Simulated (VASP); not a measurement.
# Be2C (Fm-3m) in VASP: notebook, part 2 of 2

VASP 6.6.1. The steps go on from the part before.

## 3. Single point, PBE

File INCAR:

```
ALGO = Normal
EDIFF = 1E-6
ENCUT = 600
GGA = PE
GGA_COMPAT = False
ISIF = 2
ISMEAR = 0
LASPH = True
LCHARG = True
LELF = True
LREAL = False
LVHAR = True
LWAVE = False
NBANDS = 11
NELM = 120
PREC = Accurate
SIGMA = 0.001
```

File KPOINTS:

```
k-points
0
Gamma
  8 8 8
```

File POSCAR:

```
Be2C
1.0
    0.0000000000      2.1604856385      2.1604856385
    2.1604856385      0.0000000000      2.1604856385
    2.1604856385      2.1604856385      0.0000000000
C Be
1 2
Direct
    0.0000000000      0.0000000000      0.0000000000
    0.2500000000      0.2500000000      0.2500000000
    0.7500000000      0.7500000000      0.7500000000
```

Potentials or basis: VASP PAW PBE potentials, release 64 (C, Be).

Command:

```bash
> cat potpaw_PBE.64/C/POTCAR potpaw_PBE.64/Be/POTCAR > POTCAR
> mpirun -np 1 vasp_std > vasp.out
```

OUTCAR:

```text
EDIFF = 1E-6
   ENCUT = 600
   GGA = PE
   ISIF = 2
   ISMEAR = 0
   LASPH = True
   LREAL = False
   NELM = 120
   PREC = Accurate

 ion  position               nearest neighbor table
   1  0.000  0.000  0.000-   3 1.87   3 1.87   3 1.87   2 1.87   3 1.87   2 1.87   2 1.87   2 1.87

   2  0.250  0.250  0.250-   1 1.87   1 1.87   1 1.87   1 1.87   3 2.16   3 2.16   3 2.16   3 2.16
                             3 2.16   3 2.16
   3  0.750  0.750  0.750-   1 1.87   1 1.87   1 1.87   1 1.87   2 2.16   2 2.16   2 2.16   2 2.16
                             2 2.16   2 2.16

  LATTYP: Found a face centered cubic cell.
 ALAT       =     4.3209712770

  Lattice vectors:

 A1 = (   0.0000000000,   2.1604856385,   2.1604856385)
 A2 = (   2.1604856385,   0.0000000000,   2.1604856385)
 A3 = (   2.1604856385,   2.1604856385,   0.0000000000)

Analysis of symmetry for initial positions (statically):
=====================================================================
 Subroutine PRICEL returns:
 Original cell was already a primitive cell.

 Routine SETGRP: Setting up the symmetry group for a
 face centered cubic supercell.

 Subroutine GETGRP returns: Found 48 space group operations
 (whereof 48 operations were pure point group operations)
 out of a pool of 48 trial point group operations.

The static configuration has the point symmetry O_h .

Analysis of symmetry for dynamics (positions and initial velocities):
=====================================================================
 Subroutine PRICEL returns:
 Original cell was already a primitive cell.

 Routine SETGRP: Setting up the symmetry group for a
 face centered cubic supercell.

 Subroutine GETGRP returns: Found 48 space group operations
 (whereof 48 operations were pure point group operations)
 out of a pool of 48 trial point group operations.

The dynamic configuration has the point symmetry O_h .

 Subroutine INISYM returns: Found 48 space group operations
 (whereof 48 operations are pure point group operations),
 and found     1 'primitive' translations

----------------------------------------------------------------------------------------

                                     Primitive cell

  volume of cell :      20.1690

  direct lattice vectors                    reciprocal lattice vectors
     0.000000000  2.160485638  2.160485638    -0.231429449  0.231429449  0.231429449
     2.160485638  0.000000000  2.160485638     0.231429449 -0.231429449  0.231429449
     2.160485638  2.160485638  0.000000000     0.231429449  0.231429449 -0.231429449

  length of vectors
     3.055388091  3.055388091  3.055388091     0.400847563  0.400847563  0.400847563

  position of ions in fractional coordinates (direct lattice)
     0.000000000  0.000000000  0.000000000
     0.250000000  0.250000000  0.250000000
     0.750000000  0.750000000  0.750000000

  ion indices of the primitive-cell ions
   primitive index   ion index
                 1           1
                 2           2
                 3           3

[... 27 lines left out ...]
            Coordinates               Weight
  0.000000  0.000000  0.000000      1.000000
  0.125000  0.000000  0.000000      8.000000
  0.250000  0.000000  0.000000      8.000000
  0.375000  0.000000  0.000000      8.000000
  0.500000  0.000000  0.000000      4.000000
  0.125000  0.125000  0.000000      6.000000
[... 16 lines left out ...]
  0.500000  0.250000  0.125000     48.000000
 -0.375000  0.250000  0.125000     24.000000
 [... further k-points ...]
   k-points           NKPTS =     29   k-points in BZ     NKDIM =     29   number of bands    NBANDS=     11
   number of dos      NEDOS =    301   number of ions     NIONS =      3
   total plane-waves  NPLWV =  13824
   dimension x,y,z NGX =    24 NGY =   24 NGZ =   24
   dimension x,y,z NGXF=    48 NGYF=   48 NGZF=   48
   ions per type =               1   2
   NGX,Y,Z   is equivalent  to a cutoff of  13.06, 13.06, 13.06 a.u.
   NGXF,Y,Z  is equivalent  to a cutoff of  26.12, 26.12, 26.12 a.u.
 SYSTEM =  unknown system
   PREC   = accura    normal or accurate (medium, high low for compatibility)
   ISTART =      0    job   : 0-new  1-cont  2-samecut
   ICHARG =      2    charge: 1-file 2-atom 10-const
   ISPIN  =      1    spin polarized calculation?
   LNONCOLLINEAR =      F non collinear calculations
   LSORBIT =      F    spin-orbit coupling
   LASPH  =      T    aspherical Exc in radial PAW
   ENCUT  =  600.0 eV  44.10 Ry    6.64 a.u.   6.10  6.10  6.10*2*pi/ulx,y,z
   NELM   =    120;   NELMIN=  2; NELMDL= -5     # of ELM steps
   EDIFF  = 0.1E-05   stopping-criterion for ELM
   LREAL  =      F    real-space projection
   EDIFFG = 0.1E-04   stopping-criterion for IOM
   NSW    =      0    number of steps for IOM
   IBRION =     -1    ionic relax: 0-MD 1-quasi-New 2-CG
   NFREE  =      0    steps in history (QN), initial steepest desc. (CG)
   ISIF   =      2    stress and relaxation
   ISYM   =      2    0-nonsym 1-usesym 2-fastsym
   POTIM  = 0.5000    time-step for ionic-motion
   TEBEG  =    0.0;   TEEND  =   0.0 temperature during run
   PSTRESS=    0.0 pullay stress
   NELECT =       8.0000    total number of electrons
   NUPDOWN=      -1.0000    fix difference up-down
   EMIN   =  10.00;   EMAX   =-10.00  energy-range for DOS
   EFERMI =   0.00;   METHOD = LEGACY
   ISMEAR =     0;   SIGMA  =   0.00  broadening in eV -4-tet -1-fermi 0-gaus
   EFERMI_NEDOS =   21; number of points for ismear=-14 and -15
   IALGO  =     38    algorithm
   IMIX   =      4    mixing-type and parameters
     AMIX     =   0.40;   BMIX     =  1.00
     AMIX_MAG =   1.60;   BMIX_MAG =  1.00
  volume/ion in A,a.u.               =       6.72        45.37
  Fermi-wavevector in a.u.,A,eV,Ry     =   1.202846  2.273050 19.685440  1.446839
  Thomas-Fermi vector in A             =   2.338616
   LORBIT       =      0    0 simple, 1 ext, 2 COOP (PROOUT), +10 PAW based schemes
   GGA     = PE    functional components
   LHFCALC =     F    Hartree Fock is set to
   AEXX    =    0.0000 exact exchange contribution
   IVDW    =     0    specifies the selected vdW correction
   LEPSILON=     F    determine dielectric tensor
   LRPA    =     F    only Hartree local field effects (RPA)
 non-spin polarized calculation
 Gauss-broadening in eV      SIGMA  =   0.00
  energy-cutoff  :      600.00
  volume of cell :       20.17
 maximum number of plane-waves:       692
   NGX = 13   NGY = 13   NGZ = 13

 number of electron       8.0000000 magnetization

 Free energy of the ion-electron system (eV)
  ---------------------------------------------------
  ext. energy  EPLUGINS =         0.00000000
  ---------------------------------------------------
  free energy    TOTEN  =       -17.45587296 eV

  energy without entropy =      -17.45587296  energy(sigma->0) =      -17.45587296

 E-fermi :   7.7892     XC(G=0): -11.4608

 val. band max:        7.7846635542   @ k =   0.0000   0.0000   0.0000
 cond. band min:       8.9444955074   @ k =   0.5000   0.5000   0.0000
 fundamental gap:      1.1598319533
 Fermi energy:         7.7891794905

 k-point     1 :       0.0000    0.0000    0.0000
  band No.  band energies     occupation
      1      -7.2970      2.00000
      2       7.7847      2.00000
      3       7.7847      2.00000
      4       7.7847      2.00000
      5      11.9233      0.00000
      6      11.9233      0.00000
      7      11.9233      0.00000
      8      14.5983      0.00000
      9      20.9980      0.00000
     10      20.9980      0.00000
     11      20.9980      0.00000
[... 309 lines left out ...]
 k-point    24 :      -0.3750    0.2500    0.1250
  band No.  band energies     occupation
      1      -3.9627      2.00000
      2      -0.2882      2.00000
      3       3.6510      2.00000
      4       4.3794      2.00000
      5      12.9548      0.00000
      6      14.4043      0.00000
      7      17.6119      0.00000
      8      18.4575      0.00000
      9      19.9264      0.00000
     10      21.5418      0.00000
     11      25.2490      0.00000

 [... further k-points ...]
[... 5 lines left out ...]
  --------------------------------------------------------------------------------------
  -------------------------------------------------------------------------------------
  Total        0.1651005      0.1651005      0.1651005     -0.0000000     -0.0000000      0.0000000
  in kB       13.1152011     13.1152011     13.1152011     -0.0000000     -0.0000000      0.0000000
  external PRESSURE =      13.1152011 kB  Pullay stress =       0.0000000 kB

 VOLUME and BASIS-vectors are now :
 -----------------------------------------------------------------------------
  energy-cutoff  :      600.00
  volume of cell :       20.17
      direct lattice vectors                 reciprocal lattice vectors
     0.000000000  2.160485638  2.160485638    -0.231429449  0.231429449  0.231429449
     2.160485638  0.000000000  2.160485638     0.231429449 -0.231429449  0.231429449
     2.160485638  2.160485638  0.000000000     0.231429449  0.231429449 -0.231429449

 POSITION                                       TOTAL-FORCE (eV/Angst)
 -----------------------------------------------------------------------------------
      0.00000      0.00000      0.00000        -0.000000     -0.000000     -0.000000
      1.08024      1.08024      1.08024         0.000000      0.000000      0.000000
      3.24073      3.24073      3.24073         0.000000      0.000000     -0.000000
 -----------------------------------------------------------------------------------
    total drift:                               -0.000000     -0.000000     -0.000000

  FREE ENERGIE OF THE ION-ELECTRON SYSTEM (eV)
  ---------------------------------------------------
  free  energy   TOTEN  =       -17.4558729555 eV

  energy  without entropy=      -17.4558729555  energy(sigma->0) =      -17.45587296
```

stdout:

```text
POSCAR found type information on POSCAR C Be
 POSCAR found :  2 types and       3 ions
 scaLAPACK will be used
 LDA part: xc-table for (Slater+PW92), standard interpolation
 POSCAR, INCAR and KPOINTS ok, starting setup
 FFT: planning ... GRIDC
 FFT: planning ... GRID_SOFT
 FFT: planning ... GRID
 WAVECAR not read
 entering main loop
```

Run time: 9 s. Hardware: 1 thread of AMD EPYC 7R13 (Zen 3), shared host; peak memory 0.1 GiB.

Results:

| Property | Result |
| --- | --- |
| Free energy | -17.4559 eV |
| Pressure | 1.3 GPa |
| Band gap on the k mesh | 1.16 eV, indirect (least direct gap 4.14 eV) |

Levels at points of the mesh, in eV from the valence-band top:
```csv
k point,band 1,band 2,band 3,band 4,band 5,band 6,band 7,band 8
"(0.00, 0.00, 0.00)",-15.08,0.00,0.00,0.00,4.14,4.14,4.14,6.81
"(0.50, 0.00, 0.00)",-12.20,-8.76,-1.84,-1.84,5.02,5.02,7.07,9.85
"(0.50, 0.50, 0.00)",-11.45,-6.79,-4.75,-4.75,1.16,5.77,13.31,13.31
```

A k mesh can miss the band edges. PBE gaps usually lie below the measured ones, often by a third to a half.

## 4. Single point, PBEsol

File INCAR:

```
PREC = Accurate
ENCUT = 600
EDIFF = 1E-6
ISMEAR = 0
SIGMA = 0.01
LREAL = F
LASPH = T
NELM = 120
ALGO = Normal
ISIF = 2
LWAVE = F
LCHARG = F
GGA = PS
NBANDS = 11
GGA_COMPAT = F
```

File KPOINTS:

```
regular mesh
0
Gamma
  8 8 8
```

POSCAR is that of step 3.

Command:

```bash
> cat potpaw_PBE.64/C/POTCAR potpaw_PBE.64/Be/POTCAR > POTCAR
> mpirun -np 1 vasp_std > vasp.out
```

It took 10 s on 1 thread of AMD EPYC 7R13 (Zen 3), shared host; peak memory 0.1 GiB.

Results (log left out):

```yaml
Free_energy: -18.4123 eV
Pressure: -0.9 GPa
Band_gap_on_the_k_mesh: 1.06 eV, indirect (least direct gap 4.10 eV)
```

Levels at points of the mesh, in eV from the valence-band top:
| k point | band 1 | band 2 | band 3 | band 4 | band 5 | band 6 | band 7 | band 8 | band 9 |
| --- | --- | --- | --- | --- | --- | --- | --- | --- | --- |
| (0.00, 0.00, 0.00) | -15.08 | 0.00 | 0.00 | 0.00 | 4.10 | 4.10 | 4.10 | 6.77 | 13.13 |
| (0.50, 0.00, 0.00) | -12.18 | -8.81 | -1.85 | -1.85 | 4.96 | 4.96 | 7.08 | 9.74 | 14.53 |
| (0.50, 0.50, 0.00) | -11.43 | -6.81 | -4.78 | -4.78 | 1.06 | 5.76 | 13.27 | 13.27 | 15.36 |

Caveat: the PAW data sets were made with another functional, which shifts forces and pressure a little.

## 5. Summary

```tsv
level	smearing	gap on the mesh (eV)	pressure (GPa)
PBE+D4	gaussian 0.01 eV	1.16	-2.5
PBE	gaussian 0.001 eV	1.16	1.3
PBEsol	gaussian 0.01 eV	1.06	-0.9
```

Alike in all rows: task single point; potentials or basis VASP PAW PBE potentials, release 64 (C, Be); no spin polarisation; cell as given; k mesh 8 × 8 × 8; cutoff (eV) 600.

On the cell as given the gap runs from 1.06 eV (PBEsol) to 1.16 eV (PBE+D4). The pressure there spans -2.5 GPa (PBE+D4) to 1.3 GPa (PBE); a positive pressure means that this level wants a larger cell, a negative one a smaller.

Caveats: the PAW data sets were made with another functional, which shifts forces and pressure a little (some runs).

Total energies depend on the potentials used, so only differences within one code and one set of settings carry meaning.
